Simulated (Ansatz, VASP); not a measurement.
# BN: VASP beside Ansatz

INCAR

```
PREC = Accurate ; ENCUT = 520
EDIFF = 1E-6 ; ISMEAR = 0
SIGMA = 0.02 ; LREAL = F
LASPH = T ; NELM = 60
ALGO = Normal ; ISIF = 2
LWAVE = F ; LCHARG = F
LDIPOL = T ; IDIPOL = 3
DIPOL = 0.5 0.5 0.287 ; GGA = PE
IVDW = 12 ; NBANDS = 16
```

Contents of KPOINTS:

```
Automatic mesh
0
Gamma
  12 12 1
```

The input POSCAR:

```
BN
1.0
    2.5077935612     -0.0000002400      0.0000000000
   -1.2538965727      2.1718130514      0.0000000000
    0.0000000000      0.0000000000     31.3945434400
B N
2 2
Direct
    0.0000000000      0.0000000000      0.2332495567
    0.6666666667      0.3333333333      0.3400984850
    0.6666666667      0.3333333333      0.2332005327
    0.0000000000      0.0000000000      0.3401475090
```

Input for Ansatz:

```yaml
crystal:
  lattice:
    - [2.5077935612, -2.4e-07, 0.0]
    - [-1.2538965727, 2.1718130514, 0.0]
    - [0.0, 0.0, 31.39454344]
  atoms:
    - { symbol: B, position: [0.0, 0.0, 0.2332495567] }
    - { symbol: B, position: [0.6666666667, 0.3333333333, 0.340098485] }
    - { symbol: "N", position: [0.6666666667, 0.3333333333, 0.2332005327] }
    - { symbol: "N", position: [0.0, 0.0, 0.340147509] }
  periodic: [true, true, false]
basis:
  ecutwfc: 420
kpoints:
  mp_grid: { grid: [12, 12, 1] }
  band_path:
    path:
      - [0.0, 0.0, 0.0]
      - [0.5, 0.0, 0.0]
      - [0.33333333, 0.33333333, 0.0]
      - [0.0, 0.0, 0.0]
    npoints: 14
hamiltonian:
  xc: pbe
  dispersion: d3bj
scf:
  occupations: { method: gaussian, width: 0.02 }
  n_extra_bands: 10
output:
  forces: true
  stress: true
  eigenvalues: true
  populations: true
  dos: { projected: true, de: 0.02, nscf_kmesh: { grid: [18, 18, 1] } }
  bader: true
  write_density: true
  write_potential: true
  elf: true
  volumetric_format: npy
```

Alike in both runs: task single point; functional PBE; dispersion D3(BJ); k mesh 12 × 12 × 1; occupations gaussian, width 0.02 eV; no spin polarisation.

|  | VASP | Ansatz |
| --- | --- | --- |
| version | VASP 6.6.1 | Ansatz 0.2.0 |
| potentials or method | VASP PAW PBE potentials, release 64 (B, N), cutoff 520 eV | scalar-relativistic, plane waves, PAW |
| valence electrons in the cell | 16 | 16 |

```tsv
	VASP	Ansatz	Ansatz less VASP
gap on the k mesh at the Fermi level (eV)	4.50	4.51	+0.007
least direct gap on the mesh (eV)	4.72	4.72	+0.003
```

Ansatz's warnings: xc potential rough in thin density.
